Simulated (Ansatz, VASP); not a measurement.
## Bi in VASP and in Ansatz

```
CELL_PARAMETERS angstrom
4.65841 0.00000 0.00000
0.00000 4.52639 0.00000
-0.34597 0.00000 6.51195
ATOMIC_POSITIONS crystal
Bi 0.25137 0.25000 0.74873
Bi 0.74863 0.75000 0.25127
Bi 0.24989 0.25000 0.24888
Bi 0.75011 0.75000 0.75112
```

Alike in both runs: task single point; functional r2SCAN; k mesh 6 × 6 × 4; occupations fermi-dirac, width 0.05 eV; no spin polarisation.

|  | VASP | Ansatz |
| --- | --- | --- |
| version | VASP 6.6.1 | Ansatz 0.2.0 |
| potentials or method | VASP PAW PBE potentials, release 64 (Bi_d) | Ansatz PAW |
| plane-wave cutoff (eV) | 520 | 500 |
| valence electrons in the cell | 60 | 60 |

|  | VASP | Ansatz | Ansatz less VASP |
| --- | --- | --- | --- |
| gap on the k mesh at the Fermi level (eV) | none | none | - |
| pressure (GPa) | 0.1 | 0.1 | +0.04 |
| traceless stress, the component that is largest in VASP (GPa) | 0.96 | 0.96 | 0.000 |

VASP's potentials were made for PBE, not for r2SCAN. A gap of «none» marks a metal or a gap that the smearing closes.

Neither program's run includes spin-orbit coupling.
